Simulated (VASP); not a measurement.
# Ga (C2/c) in VASP: settings compared

Aim: see how the results for Ga move with the level of theory and the settings. Levels: PBE, PBEsol. Tasks: electric field gradients.

Everything below comes from runs of VASP 6.6.1. Logs are shortened: lines on timing, memory, paths and dates and some standing lists are left out, and cuts for length are marked.

### 1 The cell of the first run

Symmetry: C2/c, No. 15, monoclinic system. The conventional cell has a = 2.766 Å, b = 8.053 Å, c = 3.332 Å, α = 90.00°, β = 92.02°, γ = 90.00°. Within 3.5 Å of Ga (site symmetry 2) lie 10 Ga at 2.69 to 3.33 Å.

### 2 Electric field gradients, PBE

Contents of INCAR:

```
PREC = Accurate
ENCUT = 520
EDIFF = 1E-8
ISMEAR = -1
SIGMA = 0.05
LREAL = F
LASPH = T
NELM = 80
ALGO = Normal
ISIF = 2
LWAVE = F
LCHARG = F
GGA = PE
LEFG = T
NBANDS = 20
```

Contents of KPOINTS:

```
Automatic mesh
0
Gamma
  14 14 11
```

Contents of POSCAR:

```
Ga
1.0
    1.3830000000     -4.0265000000      0.0000000000
    1.3830000000      4.0265000000      0.0000000000
   -0.1174500000      0.0000000000      3.3299300000
Ga
2
Direct
    0.8690000000      0.1310000000      0.2500000000
    0.1310000000      0.8690000000      0.7500000000
```

Potentials or basis: VASP PAW PBE potentials, release 64 (Ga_d).

The run is started by

```sh
> cat potpaw_PBE.64/Ga_d/POTCAR > POTCAR
> mpirun -np 1 vasp_std > vasp.out
```

OUTCAR:

```text
PREC = Accurate
   ENCUT = 520
   EDIFF = 1E-8
   ISMEAR = -1
   LREAL = F
   LASPH = T
   NELM = 80
   ISIF = 2
   GGA = PE

 ion  position               nearest neighbor table
   1  0.869  0.131  0.250-   2 2.69   2 2.69   2 2.86   2 2.86   2 2.92   2 2.92
   2  0.131  0.869  0.750-   1 2.69   1 2.69   1 2.86   1 2.86   1 2.92   1 2.92

  LATTYP: Found a base centered monoclinic cell.
 ALAT       =     2.7660000000
 B/A-ratio  =     2.9114244396
 C/A-ratio  =     1.2046278548
 COS(beta)  =    -0.0352490928

  Lattice vectors:

 A1 = (   1.3830000000,  -4.0265000000,   0.0000000000)
 A2 = (   1.3830000000,   4.0265000000,   0.0000000000)
 A3 = (  -0.1174500000,   0.0000000000,   3.3299300000)

Analysis of symmetry for initial positions (statically):
=====================================================================
 Subroutine PRICEL returns:
 Original cell was already a primitive cell.

 Routine SETGRP: Setting up the symmetry group for a
 base centered monoclinic supercell.

 Subroutine GETGRP returns: Found  4 space group operations
 (whereof  2 operations were pure point group operations)
 out of a pool of  4 trial point group operations.

The static configuration has the point symmetry S_2 .
 The point group associated with its full space group is C_2h.

Analysis of symmetry for dynamics (positions and initial velocities):
=====================================================================
 Subroutine PRICEL returns:
 Original cell was already a primitive cell.

 Routine SETGRP: Setting up the symmetry group for a
 base centered monoclinic supercell.

 Subroutine GETGRP returns: Found  4 space group operations
 (whereof  2 operations were pure point group operations)
 out of a pool of  4 trial point group operations.

The dynamic configuration has the point symmetry S_2 .
 The point group associated with its full space group is C_2h.

 Subroutine INISYM returns: Found  4 space group operations
 (whereof  2 operations are pure point group operations),
 and found     1 'primitive' translations

----------------------------------------------------------------------------------------

                                     Primitive cell

[... 112 lines left out ...]
  Fermi-wavevector in a.u.,A,eV,Ry     =   1.454323  2.748272 28.777086  2.115056
  Thomas-Fermi vector in A             =   2.571487
   LORBIT       =      0    0 simple, 1 ext, 2 COOP (PROOUT), +10 PAW based schemes
   GGA     = PE    functional components
[... 5 lines left out ...]
 non-spin polarized calculation
  energy-cutoff  :      520.00
  volume of cell :       37.09
 maximum number of plane-waves:      1015
   NGX = 15   NGY = 15   NGZ = 13

 number of electron      26.0000006 magnetization

 Free energy of the ion-electron system (eV)
  ---------------------------------------------------
  ext. energy  EPLUGINS =         0.00000000
  ---------------------------------------------------
  free energy    TOTEN  =        -5.77334854 eV

  energy without entropy =       -5.76818617  energy(sigma->0) =       -5.77076736

 E-fermi :   5.6646     XC(G=0): -11.0581

 val. band max:        5.6642253901   @ k =   0.5000  -0.0000   0.0000
 cond. band min:       5.6702409824   @ k =   0.5000   0.0714   0.3636
 fundamental gap:      0.0060155923
 Fermi energy:         5.6645986974

 k-point     1 :       0.0000    0.0000    0.0000
  band No.  band energies     occupation
      1      -9.5051      2.00000
      2      -9.4957      2.00000
      3      -9.4597      2.00000
      4      -9.4359      2.00000
      5      -9.1620      2.00000
      6      -9.1612      2.00000
[... 541 lines left out ...]
     19      17.0155      0.00000
     20      18.0523      0.00000

 [... further k-points ...]
[... 5 lines left out ...]
  --------------------------------------------------------------------------------------
  -------------------------------------------------------------------------------------
  Total        0.4440992      0.4806290      0.3737655      0.0000000      0.0000000     -0.0053335
  in kB       19.1856072     20.7637406     16.1471116      0.0000000      0.0000000     -0.2304142
  external PRESSURE =      18.6988198 kB  Pullay stress =       0.0000000 kB

 VOLUME and BASIS-vectors are now :
 -----------------------------------------------------------------------------
  energy-cutoff  :      520.00
  volume of cell :       37.09
      direct lattice vectors                 reciprocal lattice vectors
     1.383000000 -4.026500000  0.000000000     0.361532899 -0.124177325  0.012751631
     1.383000000  4.026500000  0.000000000     0.361532899  0.124177325  0.012751631
    -0.117450000  0.000000000  3.329930000     0.000000000  0.000000000  0.300306613

 POSITION                                       TOTAL-FORCE (eV/Angst)
 -----------------------------------------------------------------------------------
      1.35364     -2.97156      0.83248         0.000000      0.188804     -0.000000
      1.29491      2.97156      2.49745        -0.000000     -0.188804      0.000000
 -----------------------------------------------------------------------------------
    total drift:                                0.000000      0.000000     -0.000000

  FREE ENERGIE OF THE ION-ELECTRON SYSTEM (eV)
  ---------------------------------------------------
  free  energy   TOTEN  =        -5.7733485448 eV

  energy  without entropy=       -5.7681861664  energy(sigma->0) =       -5.77076736

 Electric field gradients (V/A^2)
---------------------------------------------------------------------
 ion       V_xx      V_yy      V_zz      V_xy      V_xz      V_yz
---------------------------------------------------------------------
   1      -6.569   -18.147    24.717     0.000    -2.633    -0.000
   2      -6.569   -18.147    24.717     0.000    -2.633    -0.000
---------------------------------------------------------------------

 Electric field gradients after diagonalization (V/A^2)
 (convention: |V_zz| > |V_xx| > |V_yy|)
----------------------------------------------------------------------
 ion       V_xx      V_yy      V_zz     asymmetry (V_yy - V_xx)/ V_zz
----------------------------------------------------------------------
   1     -18.147    -6.790    24.937       0.455
   2     -18.147    -6.790    24.937       0.455
----------------------------------------------------------------------

           NMR quadrupolar parameters

 Cq : quadrupolar parameter    Cq=e*Q*V_zz/h
 eta: asymmetry parameters     (V_yy - V_xx)/ V_zz
 Q  : nuclear electric quadrupole moment in mb (millibarn)
----------------------------------------------------------------------
 ion       Cq(MHz)       eta       Q (mb)
----------------------------------------------------------------------
   1       0.060       0.455       1.000
   2       0.060       0.455       1.000
----------------------------------------------------------------------
```

OSZICAR:

```text
N       E                     dE             d eps       ncg     rms          rms(c)
DAV:   1     0.131451099711E+03    0.13145E+03   -0.13251E+04 24620   0.246E+03
DAV:   2     0.560960917533E+01   -0.12584E+03   -0.12273E+03 23980   0.385E+02
DAV:   3    -0.565407481327E+01   -0.11264E+02   -0.11205E+02 26160   0.943E+01
DAV:   4    -0.582319448205E+01   -0.16912E+00   -0.16901E+00 26608   0.127E+01
DAV:   5    -0.582601948558E+01   -0.28250E-02   -0.28248E-02 26484   0.162E+00    0.142E+00
DAV:   6    -0.578231325897E+01    0.43706E-01   -0.88904E-02 31700   0.493E+00    0.732E-01
DAV:   7    -0.577422866583E+01    0.80846E-02   -0.17755E-02 33276   0.183E+00    0.203E-01
DAV:   8    -0.577333112435E+01    0.89754E-03   -0.22660E-03 25732   0.657E-01    0.192E-02
DAV:   9    -0.577334762214E+01   -0.16498E-04   -0.10693E-04 26312   0.103E-01    0.784E-03
DAV:  10    -0.577334873641E+01   -0.11143E-05   -0.74079E-06 26112   0.312E-02    0.207E-03
DAV:  11    -0.577334864244E+01    0.93973E-07   -0.10040E-06 27496   0.120E-02    0.543E-04
DAV:  12    -0.577334861075E+01    0.31690E-07   -0.10384E-07 27840   0.398E-03    0.175E-04
DAV:  13    -0.577334854592E+01    0.64828E-07   -0.13355E-08 16972   0.169E-03    0.632E-05
DAV:  14    -0.577334854484E+01    0.10805E-08   -0.24013E-09 13260   0.682E-04
   1 F= -.57733485E+01 E0= -.57707674E+01  d E =-.516238E-02
```

stdout:

```text
POSCAR found type information on POSCAR Ga
 POSCAR found :  1 types and       2 ions
 scaLAPACK will be used
 LDA part: xc-table for (Slater+PW92), standard interpolation
 POSCAR, INCAR and KPOINTS ok, starting setup
 FFT: planning ... GRIDC
 FFT: planning ... GRID_SOFT
 FFT: planning ... GRID
 WAVECAR not read
 entering main loop
ion   1

ion   2
```

Wall time 6.8 min (1 thread of AMD EPYC 7R43 (Zen 3), shared host); peak memory 0.41 GiB.

What came out:

```yaml
Free_energy: -5.7733 eV
Pressure: 1.9 GPa
Largest_force: 0.189 eV/Å
Band_gap_on_the_k_mesh: zero (band 13 reaches 9.65 eV, above the bottom of band 14 at 1.67 eV)
```

Forces on the atoms (eV/Å):
```
Ga   0.000  0.189  0.000
Ga   0.000 -0.189  0.000
```

Levels at points of the mesh, in eV from the Fermi level:
| k point | band 10 | band 11 | band 12 | band 13 | band 14 | band 15 | band 16 | band 17 |
| --- | --- | --- | --- | --- | --- | --- | --- | --- |
| (0.00, 0.00, 0.00) | -14.64 | -11.24 | -2.10 | -1.63 | 1.63 | 5.43 | 9.69 | 10.18 |
| (0.50, 0.00, 0.00) | -14.66 | -6.06 | -5.03 | -1.35 | 0.00 | 5.77 | 6.58 | 8.44 |
| (0.50, 0.50, 0.00) | -14.70 | -9.11 | -8.61 | 3.99 | 4.57 | 5.81 | 6.04 | 7.55 |

Electric field gradients, principal values (V/Å²):
```
atom   least   middle  greatest (by size)
1 Ga  -6.790  -18.147              24.937
2 Ga  -6.790  -18.147              24.937
```

Caveat: without QUAD_EFG the Cq values of the log hold for a quadrupole moment of 1 mb, not for the nuclei.

### 3 Electric field gradients, PBE (volume scaled by 0.98)

Contents of INCAR:

```
SYSTEM = Ga
PREC     = Accurate       ! precision mode
ENCUT    = 520            ! plane-wave cutoff, eV
EDIFF    = 1E-8           ! SCF threshold, eV
ISMEAR   = -1             ! smearing method
SIGMA    = 0.05           ! smearing width, eV
LREAL    = .FALSE.        ! projectors in reciprocal space
LASPH    = .TRUE.         ! aspherical terms in the spheres
NELM     = 80             ! most SCF steps
ALGO     = Normal         ! electronic algorithm
ISIF     = 2              ! what is computed and relaxed
LWAVE    = .FALSE.        ! write WAVECAR
LCHARG   = .FALSE.        ! write CHGCAR
GGA      = PE             ! functional
LEFG     = .TRUE.       
NBANDS   = 20             ! bands
```

Contents of KPOINTS:

```
regular mesh
0
G
  14 14 11
  0 0 0
```

Contents of POSCAR:

```
Ga
1.0
    1.3737178411     -3.9994756958      0.0000000000
    1.3737178411      3.9994756958      0.0000000000
   -0.1166617212      0.0000000000      3.3075808031
Ga
2
Direct
    0.8690000000      0.1310000000      0.2500000000
    0.1310000000      0.8690000000      0.7500000000
```

Potentials or basis: VASP PAW PBE potentials, release 64 (Ga_d).

The run is started by

```sh
> cat potpaw_PBE.64/Ga_d/POTCAR > POTCAR
> mpirun -np 1 vasp_std > vasp.out
```

OUTCAR:

```text
SYSTEM = Ga
   PREC = Accurate
   ENCUT = 520
   EDIFF = 1E-8
   ISMEAR = -1
   LREAL = .FALSE.
   LASPH = .TRUE.
   NELM = 80
   ISIF = 2
   GGA = PE

 ion  position               nearest neighbor table
   1  0.869  0.131  0.250-   2 2.67   2 2.67   2 2.84   2 2.84   2 2.90   2 2.90
   2  0.131  0.869  0.750-   1 2.67   1 2.67   1 2.84   1 2.84   1 2.90   1 2.90

  LATTYP: Found a base centered monoclinic cell.
 ALAT       =     2.7474356822
 B/A-ratio  =     2.9114244397
 C/A-ratio  =     1.2046278548
 COS(beta)  =    -0.0352490928

  Lattice vectors:

 A1 = (   1.3737178411,  -3.9994756958,   0.0000000000)
 A2 = (   1.3737178411,   3.9994756958,   0.0000000000)
 A3 = (  -0.1166617212,   0.0000000000,   3.3075808031)

Analysis of symmetry for initial positions (statically):
=====================================================================
 Subroutine PRICEL returns:
 Original cell was already a primitive cell.

 Routine SETGRP: Setting up the symmetry group for a
 base centered monoclinic supercell.

 Subroutine GETGRP returns: Found  4 space group operations
 (whereof  2 operations were pure point group operations)
 out of a pool of  4 trial point group operations.

The static configuration has the point symmetry S_2 .
 The point group associated with its full space group is C_2h.

Analysis of symmetry for dynamics (positions and initial velocities):
=====================================================================
 Subroutine PRICEL returns:
 Original cell was already a primitive cell.

 Routine SETGRP: Setting up the symmetry group for a
 base centered monoclinic supercell.

 Subroutine GETGRP returns: Found  4 space group operations
[... 152 lines left out ...]

 val. band max:        5.8573824394   @ k =  -0.1429   0.4286   0.1818
 cond. band min:       5.8670166779   @ k =  -0.1429   0.1429   0.0909
 fundamental gap:      0.0096342385
 Fermi energy:         5.8579905137

 k-point     1 :       0.0000    0.0000    0.0000
  band No.  band energies     occupation
      1      -9.3444      2.00000
      2      -9.3361      2.00000
      3      -9.2966      2.00000
      4      -9.2745      2.00000
      5      -8.9839      2.00000
      6      -8.9839      2.00000
[... 541 lines left out ...]
     19      17.4166      0.00000
     20      18.3994      0.00000

 [... further k-points ...]
[... 5 lines left out ...]
  --------------------------------------------------------------------------------------
  -------------------------------------------------------------------------------------
  Total        0.7171361      0.7641076      0.6424744      0.0000000      0.0000000     -0.0069971
  in kB       31.6133908     33.6840317     28.3220956      0.0000000      0.0000000     -0.3084533
  external PRESSURE =      31.2065060 kB  Pullay stress =       0.0000000 kB

 VOLUME and BASIS-vectors are now :
 -----------------------------------------------------------------------------
  energy-cutoff  :      520.00
  volume of cell :       36.34
      direct lattice vectors                 reciprocal lattice vectors
     1.373717841 -3.999475696  0.000000000     0.363975763 -0.125016387  0.012837793
     1.373717841  3.999475696  0.000000000     0.363975763  0.125016387  0.012837793
    -0.116661721  0.000000000  3.307580803     0.000000000  0.000000000  0.302335773

 POSITION                                       TOTAL-FORCE (eV/Angst)
 -----------------------------------------------------------------------------------
      1.34455     -2.95161      0.82690         0.000000      0.198212      0.000000
      1.28622      2.95161      2.48069        -0.000000     -0.198212     -0.000000
 -----------------------------------------------------------------------------------
    total drift:                                0.000000      0.000000     -0.000000

  FREE ENERGIE OF THE ION-ELECTRON SYSTEM (eV)
  ---------------------------------------------------
  free  energy   TOTEN  =        -5.7618357209 eV

  energy  without entropy=       -5.7568043621  energy(sigma->0) =       -5.75932004

 Electric field gradients (V/A^2)
---------------------------------------------------------------------
 ion       V_xx      V_yy      V_zz      V_xy      V_xz      V_yz
---------------------------------------------------------------------
   1      -6.946   -18.475    25.421     0.000    -2.706     0.000
   2      -6.946   -18.475    25.421     0.000    -2.706     0.000
---------------------------------------------------------------------

 Electric field gradients after diagonalization (V/A^2)
 (convention: |V_zz| > |V_xx| > |V_yy|)
----------------------------------------------------------------------
 ion       V_xx      V_yy      V_zz     asymmetry (V_yy - V_xx)/ V_zz
----------------------------------------------------------------------
   1     -18.475    -7.171    25.646       0.441
   2     -18.475    -7.171    25.646       0.441
----------------------------------------------------------------------

           NMR quadrupolar parameters

 Cq : quadrupolar parameter    Cq=e*Q*V_zz/h
 eta: asymmetry parameters     (V_yy - V_xx)/ V_zz
 Q  : nuclear electric quadrupole moment in mb (millibarn)
----------------------------------------------------------------------
 ion       Cq(MHz)       eta       Q (mb)
----------------------------------------------------------------------
   1       0.062       0.441       1.000
   2       0.062       0.441       1.000
----------------------------------------------------------------------
```

It took 17 min on 1 thread of AMD EPYC 7R13, shared host; peak memory 0.41 GiB.

What came out:

- Free energy: -5.7618 eV
- Pressure: 3.1 GPa
- Largest force: 0.198 eV/Å
- Band gap on the k mesh: zero (band 13 reaches 9.89 eV, above the bottom of band 14 at 1.78 eV)

Forces in eV/Å, atoms in the order of the input:
```
Ga   0.000  0.198  0.000
Ga   0.000 -0.198  0.000
```

Stress tensor (GPa, compression positive):
```
 3.16  0.00 -0.03
 0.00  3.37  0.00
-0.03  0.00  2.83
```

Electric field gradients, principal values (V/Å²):
```csv
atom,least,middle,greatest (by size)
1 Ga,-7.171,-18.475,25.646
2 Ga,-7.171,-18.475,25.646
```

Caveat: without QUAD_EFG the Cq values of the log hold for a quadrupole moment of 1 mb, not for the nuclei.

[end of part 1 of 2]
